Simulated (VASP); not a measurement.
# La16HO24 (a cell with a defect) in VASP: notebook

La16HO24 (a cell with a defect) is run at these levels: PBE; tasks: single point.

Program: VASP 6.6.1. These are calculated values, not measurements. Logs are shortened: lines on timing, memory, paths and dates and some standing lists are left out, and cuts for length are marked.

## Step 1: The cell of the first run

The cell holds a defect, 41 atoms: a = 7.881 Å, b = 7.881 Å, c = 12.376 Å, α = 90.00°, β = 90.00°, γ = 120.00°.

## Step 2: Single point, PBE

INCAR reads:

```
SYSTEM = La16HO24
PREC     = Accurate       ! precision mode
ENCUT    = 520            ! plane-wave cutoff, eV
EDIFF    = 1E-7           ! SCF threshold, eV
ISMEAR   = -1             ! smearing method
SIGMA    = 0.01           ! smearing width, eV
LREAL    = Auto         
LASPH    = .True.         ! aspherical terms in the spheres
NELM     = 100            ! most SCF steps
ALGO     = Normal         ! electronic algorithm
ISIF     = 2              ! what is computed and relaxed
LWAVE    = .False.        ! write WAVECAR
LCHARG   = .False.        ! write CHGCAR
GGA      = PE             ! functional
NELECT   = 322.0        
NBANDS   = 186            ! bands
```

KPOINTS reads:

```
Automatic mesh
0
Gamma
  1 1 1
  0.25 0.25 0.25
```

POSCAR reads:

```
La16HO24
1.0
    7.8811453700     -0.0000000600      0.0000000000
   -3.9405726400      6.8252721300      0.0000000000
    0.0000000000      0.0000000000     12.3757188400
La O H
16 24 1
Direct
    0.3379905334      0.1672862266      0.3770217359
    0.1600943482      0.3276289893      0.1255815537
    0.3278249929      0.1693090030      0.8802266067
    0.1675962486      0.3315699311      0.6204639988
    0.3230359591      0.6589510182      0.3823366595
    0.1623946954      0.8345977862      0.1303428125
    0.3286638655      0.6543611646      0.8792458152
    0.1667821374      0.8398977947      0.6295566424
    0.8315218648      0.1730760367      0.3778904531
    0.6585718489      0.3156164324      0.1180548798
    0.8429099436      0.1678615927      0.8755979463
    0.6602140148      0.3332116282      0.6273783447
    0.8418084828      0.6809416477      0.3895671082
    0.6669580856      0.8344347202      0.1263161373
    0.8324746133      0.6653079853      0.8860202096
    0.6654538318      0.8322408150      0.6261073074
    0.3364940522      0.1650880725      0.1782182537
    0.1630339290      0.3324813966      0.3304305837
    0.0133466740      0.0371078246     -0.0075862260
    0.3333403918      0.1637972814      0.6854291140
    0.1646544790      0.3346782321      0.8095848112
    0.0200640047      0.0005774131      0.5042866666
    0.3411561153      0.6666178189      0.1843982584
    0.1648687979      0.8232635861      0.3244377197
    0.0215286680      0.4688320026     -0.0061476833
    0.3369426250      0.6697921978      0.6706389429
    0.1590881531      0.8290330263      0.8303377875
   -0.0067993042      0.4988226015      0.4995492448
    0.8212331496      0.1599061588      0.1844030258
    0.6789894388      0.3640398498      0.3146927504
    0.5030440103     -0.0039067995      0.0077536506
    0.8305811933      0.1603622579      0.6723519747
    0.6682526490      0.3388015886      0.8307231388
    0.4926209996      0.0291137153      0.5009644353
    0.8248561135      0.6495560858      0.0923833205
    0.6530168198      0.8321301966      0.3583534870
    0.4500705234      0.4762422604     -0.0088090237
    0.8337183030      0.6686477789      0.6752353627
    0.6655433845      0.8294076679      0.8249793109
    0.4933908963      0.4760976512      0.5079708162
   -0.0712596781     -0.1033796149      0.2359765956
```

Potentials or basis: VASP PAW PBE potentials, release 64 (La, O, H).

Launch:

```
> cat potpaw_PBE.64/La/POTCAR potpaw_PBE.64/O/POTCAR potpaw_PBE.64/H/POTCAR > POTCAR
> mpirun -np 1 vasp_std > vasp.out
```

OUTCAR:

```text
SYSTEM = La16HO24
   PREC = Accurate
   ENCUT = 520
   EDIFF = 1E-7
   ISMEAR = -1
   LREAL = Auto
   LASPH = .True.
   NELM = 100
   ISIF = 2
   GGA = PE
   NELECT = 322.0

 ion  position               nearest neighbor table
   1  0.338  0.167  0.377-  18 2.39  24 2.44  17 2.46  30 2.46  34 2.52  40 2.66  22 2.68
   2  0.160  0.328  0.126-  17 2.40  29 2.42  23 2.43  25 2.51  18 2.54  19 2.58  37 2.59
   3  0.328  0.169  0.880-  33 2.40  27 2.40  21 2.41  20 2.41  37 2.52  19 2.56
   4  0.168  0.332  0.620-  21 2.34  32 2.39  26 2.39  20 2.41  40 2.63  22 2.68  28 2.77
   5  0.323  0.659  0.382-  36 2.27  24 2.31  18 2.32  23 2.45  28 2.68
   6  0.162  0.835  0.130-  17 2.33  35 2.35  24 2.40  23 2.46  31 2.78
   7  0.329  0.654  0.879-  21 2.35  39 2.40  27 2.43  37 2.48  25 2.54  26 2.58  31 2.82
   8  0.167  0.840  0.630-  20 2.32  38 2.34  26 2.38  27 2.49  22 2.61  34 2.74
   9  0.832  0.173  0.378-  18 2.34  36 2.34  29 2.40  30 2.48  28 2.69  34 2.78
  10  0.659  0.316  0.118-  35 2.30  17 2.32  29 2.32  30 2.46  31 2.57
  11  0.843  0.168  0.876-  21 2.34  39 2.39  33 2.42  32 2.52  19 2.52  25 2.53
  12  0.660  0.333  0.627-  20 2.34  38 2.37  32 2.41  33 2.52  40 2.58  34 2.60  28 2.77
  13  0.842  0.681  0.390-  24 2.35  30 2.35  36 2.36  22 2.61  28 2.65  40 2.80
  14  0.667  0.834  0.126-  29 2.34  23 2.34  35 2.38  31 2.66
  15  0.832  0.665  0.886-  33 2.33  27 2.33  39 2.38  35 2.56  38 2.61
  16  0.665  0.832  0.626-  26 2.31  32 2.31  38 2.35  39 2.46
  17  0.336  0.165  0.178-  10 2.32   6 2.33   2 2.40   1 2.46
[... 8 lines left out ...]
  26  0.337  0.670  0.671-  16 2.31   8 2.38   4 2.39   7 2.58
  27  0.159  0.829  0.830-  15 2.33   3 2.40   7 2.43   8 2.49
  28  0.993  0.499  0.500-  13 2.65   5 2.68   9 2.69  12 2.77   4 2.77
  29  0.821  0.160  0.184-  10 2.32  14 2.34   9 2.40   2 2.42
  30  0.679  0.364  0.315-  13 2.35  10 2.46   1 2.46   9 2.48
  31  0.503  0.996  0.008-  10 2.57  14 2.66   6 2.78   7 2.82
  32  0.831  0.160  0.672-  16 2.31   4 2.39  12 2.41  11 2.52
  33  0.668  0.339  0.831-  15 2.33   3 2.40  11 2.42  12 2.52
  34  0.493  0.029  0.501-   1 2.52  12 2.60   8 2.74   9 2.78
  35  0.825  0.650  0.092-  10 2.30   6 2.35  14 2.38  15 2.56
  36  0.653  0.832  0.358-   5 2.27   9 2.34  13 2.36
  37  0.450  0.476  0.991-   7 2.48   3 2.52   2 2.59
  38  0.834  0.669  0.675-   8 2.34  16 2.35  12 2.37  15 2.61
  39  0.666  0.829  0.825-  15 2.38  11 2.39   7 2.40  16 2.46
  40  0.493  0.476  0.508-  12 2.58   4 2.63   1 2.66  13 2.80
  41  0.929  0.897  0.236-

  LATTYP: Found a hexagonal cell.
 ALAT       =     7.8811453700
 C/A-ratio  =     1.5702944507

  Lattice vectors:

 A1 = (   7.8811453700,  -0.0000000600,   0.0000000000)
 A2 = (  -3.9405726400,   6.8252721300,   0.0000000000)
 A3 = (   0.0000000000,   0.0000000000,  12.3757188400)

Analysis of symmetry for initial positions (statically):
=====================================================================
 Subroutine PRICEL returns:
 Original cell was already a primitive cell.

 Routine SETGRP: Setting up the symmetry group for a
 hexagonal supercell.

 Subroutine GETGRP returns: Found  1 space group operations
 (whereof  1 operations were pure point group operations)
 out of a pool of 24 trial point group operations.

The static configuration has the point symmetry C_1 .

Analysis of symmetry for dynamics (positions and initial velocities):
=====================================================================
 Subroutine PRICEL returns:
 Original cell was already a primitive cell.

 Routine SETGRP: Setting up the symmetry group for a
 hexagonal supercell.

 Subroutine GETGRP returns: Found  1 space group operations
 (whereof  1 operations were pure point group operations)
 out of a pool of 24 trial point group operations.

The dynamic configuration has the point symmetry C_1 .

 Subroutine INISYM returns: Found  1 space group operations
 (whereof  1 operations are pure point group operations),
 and found     1 'primitive' translations

----------------------------------------------------------------------------------------

                                     Primitive cell

  volume of cell :     665.7018

  direct lattice vectors                    reciprocal lattice vectors
     7.881145370 -0.000000060  0.000000000     0.126885111  0.073257152  0.000000000
    -3.940572640  6.825272130  0.000000000     0.000000001  0.146514305  0.000000000
     0.000000000  0.000000000 12.375718840     0.000000000  0.000000000  0.080803387

  length of vectors
     7.881145370  7.881145372 12.375718840     0.146514305  0.146514305  0.080803387

  position of ions in fractional coordinates (direct lattice)
[... 91 lines left out ...]
 Grid dimensions read from file:
 generate k-points for:    1    1    1

 Generating k-lattice:

  Cartesian coordinates                     Fractional coordinates (reciprocal lattice)
     0.126885111  0.073257152  0.000000000     1.000000000  0.000000000  0.000000000
     0.000000001  0.146514305  0.000000000     0.000000000  1.000000000  0.000000000
     0.000000000  0.000000000  0.080803387     0.000000000  0.000000000  1.000000000

  Length of vectors
     0.146514305  0.146514305  0.080803387

  Shift w.r.t. Gamma in fractional coordinates (k-lattice)
     0.250000000  0.250000000  0.250000000

 Subroutine IBZKPT returns following result:
 ===========================================

 Found      6 irreducible k-points:

 Following reciprocal coordinates:
            Coordinates               Weight
  0.250000  0.250000  0.250000      2.000000
 -0.250000  0.500000  0.250000      2.000000
  0.500000  0.250000  0.250000      2.000000
 -0.250000 -0.250000  0.250000      2.000000
  0.250000  0.500000  0.250000      2.000000
  0.500000 -0.250000  0.250000      2.000000
   k-points           NKPTS =      6   k-points in BZ     NKDIM =      6   number of bands    NBANDS=    186
   number of dos      NEDOS =    301   number of ions     NIONS =     41
   total plane-waves  NPLWV = 345600
   dimension x,y,z NGX =    60 NGY =   60 NGZ =   96
   dimension x,y,z NGXF=   120 NGYF=  120 NGZF=  192
   ions per type =              16  24   1
   NGX,Y,Z   is equivalent  to a cutoff of  12.66, 12.66, 12.90 a.u.
   NGXF,Y,Z  is equivalent  to a cutoff of  25.31, 25.31, 25.79 a.u.
 SYSTEM =  La16HO24
   PREC   = accura    normal or accurate (medium, high low for compatibility)
   ISTART =      0    job   : 0-new  1-cont  2-samecut
   ICHARG =      2    charge: 1-file 2-atom 10-const
   ISPIN  =      1    spin polarized calculation?
   LNONCOLLINEAR =      F non collinear calculations
   LSORBIT =      F    spin-orbit coupling
   LASPH  =      T    aspherical Exc in radial PAW
   ENCUT  =  520.0 eV  38.22 Ry    6.18 a.u.  14.65 14.65 23.01*2*pi/ulx,y,z
   NELM   =    100;   NELMIN=  2; NELMDL= -5     # of ELM steps
   EDIFF  = 0.1E-06   stopping-criterion for ELM
   LREAL  =      T    real-space projection
   EDIFFG = 0.1E-05   stopping-criterion for IOM
   NSW    =      0    number of steps for IOM
   IBRION =     -1    ionic relax: 0-MD 1-quasi-New 2-CG
   NFREE  =      0    steps in history (QN), initial steepest desc. (CG)
   ISIF   =      2    stress and relaxation
   ISYM   =      2    0-nonsym 1-usesym 2-fastsym
   POTIM  = 0.5000    time-step for ionic-motion
   TEBEG  =    0.0;   TEEND  =   0.0 temperature during run
   PSTRESS=    0.0 pullay stress
   NELECT =     322.0000    total number of electrons
   NUPDOWN=      -1.0000    fix difference up-down
   EMIN   =  10.00;   EMAX   =-10.00  energy-range for DOS
   EFERMI =   0.00;   METHOD = LEGACY
   ISMEAR =    -1;   SIGMA  =   0.01  broadening in eV -4-tet -1-fermi 0-gaus
   EFERMI_NEDOS =   21; number of points for ismear=-14 and -15
   IALGO  =     38    algorithm
   IMIX   =      4    mixing-type and parameters
     AMIX     =   0.40;   BMIX     =  1.00
     AMIX_MAG =   1.60;   BMIX_MAG =  1.00
  volume/ion in A,a.u.               =      16.24       109.57
  Fermi-wavevector in a.u.,A,eV,Ry     =   1.285090  2.428468 22.469427  1.651456
  Thomas-Fermi vector in A             =   2.417245
   LORBIT       =      0    0 simple, 1 ext, 2 COOP (PROOUT), +10 PAW based schemes
   GGA     = PE    functional components
   LHFCALC =     F    Hartree Fock is set to
   AEXX    =    0.0000 exact exchange contribution
   IVDW    =     0    specifies the selected vdW correction
   LEPSILON=     F    determine dielectric tensor
   LRPA    =     F    only Hartree local field effects (RPA)
 non-spin polarized calculation
  energy-cutoff  :      520.00
  volume of cell :      665.70
 maximum number of plane-waves:     17910
 NGX is ok and might be reduce to    60
   NGX = 29   NGY = 29   NGZ = 47

 number of electron     321.9999977 magnetization

 Free energy of the ion-electron system (eV)
  ---------------------------------------------------
  ext. energy  EPLUGINS =         0.00000000
  ---------------------------------------------------
  free energy    TOTEN  =      -328.94144545 eV

  energy without entropy =     -328.94144545  energy(sigma->0) =     -328.94144545

 E-fermi :   6.7513     XC(G=0): -10.4377

 val. band max:        6.4696643497   @ k =   0.2500   0.5000   0.2500
 cond. band min:       9.6954517711   @ k =  -0.2500  -0.2500   0.2500
 fundamental gap:      3.2257874214
 Fermi energy:         6.7513297101

 k-point     1 :       0.2500    0.2500    0.2500
  band No.  band energies     occupation
      1     -24.0448      2.00000
      2     -24.0067      2.00000
      3     -23.9942      2.00000
      4     -23.9506      2.00000
      5     -23.9333      2.00000
      6     -23.8818      2.00000
[... 1045 lines left out ...]
    172      10.4424      0.00000
    173      10.4849      0.00000
 [bands above 173 left out]

------------------------ aborting loop because EDIFF is reached ----------------------------------------

  FORCE on cell =-STRESS in cart. coord.  units (eV):
  Direction    XX          YY          ZZ          XY          YZ          ZX
  --------------------------------------------------------------------------------------
  -------------------------------------------------------------------------------------
  Total       15.6028616     14.1947504     13.1581218      0.3901165      2.2213554     -0.5839607
  in kB       37.5521750     34.1632045     31.6682993      0.9389127      5.3462454     -1.4054469
  external PRESSURE =      34.4612263 kB  Pullay stress =       0.0000000 kB

 VOLUME and BASIS-vectors are now :
 -----------------------------------------------------------------------------
  energy-cutoff  :      520.00
  volume of cell :      665.70
      direct lattice vectors                 reciprocal lattice vectors
     7.881145370 -0.000000060  0.000000000     0.126885111  0.073257152  0.000000000
    -3.940572640  6.825272130  0.000000000     0.000000001  0.146514305  0.000000000
     0.000000000  0.000000000 12.375718840     0.000000000  0.000000000  0.080803387

 POSITION                                       TOTAL-FORCE (eV/Angst)
 -----------------------------------------------------------------------------------
      2.00455      1.14177      4.66592        -0.128997      0.064362     -0.020257
     -0.02932      2.23616      1.55416         0.094694     -0.067691     -0.005768
      1.91646      1.15558     10.89344        -0.119613      0.060206     -0.049127
      0.01427      2.26305      7.67869         0.108824     -0.069440      0.038707
     -0.05075      4.49752      4.73169        -0.056732      0.019785     -0.010227
     -2.00894      5.69636      1.61309        -0.003943     -0.030190      0.062553
[... 33 lines left out ...]
      2.01239      3.24950      6.28650        -0.005104      0.038605      0.027411
      3.78634      6.11968      2.92038         0.255987      0.302453     -0.065472
 -----------------------------------------------------------------------------------
    total drift:                               -0.005372      0.002013      0.007681

  FREE ENERGIE OF THE ION-ELECTRON SYSTEM (eV)
  ---------------------------------------------------
  free  energy   TOTEN  =      -328.9414454500 eV

  energy  without entropy=     -328.9414454500  energy(sigma->0) =     -328.94144545
```

Run time: 50 min. Hardware: 1 thread of Intel Xeon Platinum 8375C at 2.90GHz (Ice Lake), shared host; peak memory 1 GiB.

Results:

* Free energy: -328.9414 eV
* Largest force: 0.402 eV/Å

Forces on the atoms (eV/Å):
```
La  -0.129  0.064 -0.020
La   0.095 -0.068 -0.006
La  -0.120  0.060 -0.049
La   0.109 -0.069  0.039
La  -0.057  0.020 -0.010
La  -0.004 -0.030  0.063
La  -0.137  0.051  0.036
La   0.126 -0.086 -0.004
La  -0.097  0.036 -0.053
La  -0.049 -0.011 -0.007
La  -0.126  0.073  0.007
La   0.135 -0.065 -0.021
La  -0.096  0.065 -0.027
La   0.053 -0.057  0.099
La  -0.114  0.058 -0.008
La   0.121 -0.070  0.034
O   -0.001 -0.016  0.008
O    0.050 -0.083  0.024
O   -0.019 -0.018 -0.024
O   -0.108  0.058 -0.013
O    0.089 -0.075 -0.008
O   -0.058 -0.031  0.021
O   -0.160  0.002  0.007
O    0.185 -0.024  0.059
O   -0.010 -0.008  0.022
O   -0.131  0.065  0.002
O    0.119 -0.085  0.001
O   -0.023 -0.005  0.025
O   -0.077  0.144  0.030
O    0.097 -0.069  0.005
O   -0.008 -0.015  0.013
O   -0.133  0.061  0.016
O    0.121 -0.083  0.014
O    0.052 -0.011 -0.025
O   -0.014 -0.036  0.079
O    0.077 -0.053 -0.290
O   -0.008 -0.007 -0.026
O   -0.132  0.061  0.020
O    0.131 -0.084  0.008
O   -0.005  0.039  0.027
H    0.256  0.302 -0.065
```

Caveat: the cell carries a net charge on a neutralising background, which shifts energy and pressure; the cell is charged against a uniform background, so pressure and absolute levels hang on convention; spin-orbit coupling is left out, which moves the levels of the heavy elements.

## Step 3: Single point, PBE

INCAR is that of step 2.

KPOINTS is that of step 2.

POSCAR reads:

```
La16HO24
1.0
    7.8811453700     -0.0000000600      0.0000000000
   -3.9405726400      6.8252721300      0.0000000000
    0.0000000000      0.0000000000     12.3757188400
La O H
16 24 1
Direct
    0.3379905531      0.1672865196      0.3770218167
    0.1600938551      0.3276282567      0.1255815537
    0.3278246659      0.1693088565      0.8802266875
    0.1675964291      0.3315697846      0.6204639180
    0.3230387611      0.6589530694      0.3823364171
    0.1623950224      0.8345979327      0.1303430549
    0.3286636994      0.6543605785      0.8792461384
    0.1667817568      0.8398977947      0.6295568848
    0.8315227439      0.1730777949      0.3778903723
    0.6585723761      0.3156167254      0.1180549606
    0.8429097042      0.1678608602      0.8755978655
    0.6602138342      0.3332117748      0.6273782639
    0.8418106935      0.6809415012      0.3895673506
    0.6669578175      0.8344354528      0.1263162989
    0.8324743399      0.6653076923      0.8860205328
    0.6654537925      0.8322402289      0.6261071458
    0.3364945598      0.1650880725      0.1782180921
    0.1630327478      0.3324808105      0.3304313917
    0.0133470456      0.0371095827     -0.0075863068
    0.3333402257      0.1637966954      0.6854294372
    0.1646538445      0.3346782321      0.8095844071
    0.0200655810      0.0005772665      0.5042865857
    0.3411571304      0.6666178189      0.1843988240
    0.1648689587      0.8232631466      0.3244369925
    0.0215282821      0.4688309770     -0.0061468753
    0.3369422247      0.6697919047      0.6706382964
    0.1590878064      0.8290325868      0.8303385147
   -0.0068026228      0.4988223084      0.4995490024
    0.8212320076      0.1599061588      0.1844039146
    0.6789902106      0.3640419010      0.3146918616
    0.5030447860     -0.0039075321      0.0077542970
    0.8305807538      0.1603613789      0.6723513282
    0.6682523756      0.3388012955      0.8307236236
    0.4926201257      0.0291129827      0.5009634657
    0.8248558650      0.6495571114      0.0923813812
    0.6530169217      0.8321288779      0.3583542142
    0.4500680877      0.4762409418     -0.0088090237
    0.8337178491      0.6686476324      0.6752352819
    0.6655427108      0.8294070818      0.8249794725
    0.4933897635      0.4760958930      0.5079713818
   -0.0712551768     -0.1033749264      0.2359756260
```

Potentials or basis: VASP PAW PBE potentials, release 64 (La, O, H).

Launch:

```
> cat potpaw_PBE.64/La/POTCAR potpaw_PBE.64/O/POTCAR potpaw_PBE.64/H/POTCAR > POTCAR
> mpirun -np 1 vasp_std > vasp.out
```

Wall time 54 min (1 thread of Intel Xeon Platinum 8259CL at 2.50GHz (Skylake/Cascade Lake), shared host); peak memory 1 GiB.

The run converged. Its results:

| Quantity | Value |
| --- | --- |
| Free energy | -328.9415 eV |
| Largest force | 0.402 eV/Å |

Forces on the atoms (eV/Å):
```
La  -0.129  0.064 -0.020
La   0.095 -0.068 -0.006
La  -0.120  0.060 -0.049
La   0.109 -0.069  0.039
La  -0.057  0.020 -0.010
La  -0.004 -0.030  0.063
La  -0.137  0.051  0.035
La   0.126 -0.086 -0.004
La  -0.097  0.036 -0.053
La  -0.049 -0.010 -0.007
La  -0.126  0.073  0.007
La   0.135 -0.065 -0.021
La  -0.096  0.065 -0.027
La   0.053 -0.057  0.100
La  -0.114  0.059 -0.008
La   0.121 -0.070  0.034
O   -0.001 -0.016  0.008
O    0.050 -0.084  0.024
O   -0.019 -0.018 -0.024
O   -0.108  0.058 -0.013
O    0.089 -0.075 -0.008
O   -0.058 -0.031  0.021
O   -0.160  0.002  0.007
O    0.186 -0.024  0.059
O   -0.010 -0.008  0.022
O   -0.131  0.065  0.002
O    0.119 -0.085  0.001
O   -0.023 -0.005  0.025
O   -0.077  0.144  0.030
O    0.097 -0.069  0.005
O   -0.008 -0.015  0.013
O   -0.133  0.061  0.016
O    0.121 -0.083  0.014
O    0.052 -0.010 -0.025
O   -0.014 -0.036  0.079
O    0.078 -0.053 -0.290
O   -0.009 -0.008 -0.026
O   -0.132  0.061  0.020
O    0.131 -0.084  0.008
O   -0.005  0.039  0.027
H    0.256  0.302 -0.065
```

Levels at points of the mesh, in eV from the Fermi level:
```
           k point  band 159  band 160  band 161  band 162  band 163  band 164
(0.25, 0.25, 0.25)     -1.03     -0.87     -0.29      2.94      3.10      3.17
```

Caveat: the cell carries a net charge on a neutralising background, which shifts energy and pressure; the cell is charged against a uniform background, so pressure and absolute levels hang on convention; spin-orbit coupling is left out, which moves the levels of the heavy elements.

[end of part 1 of 3]
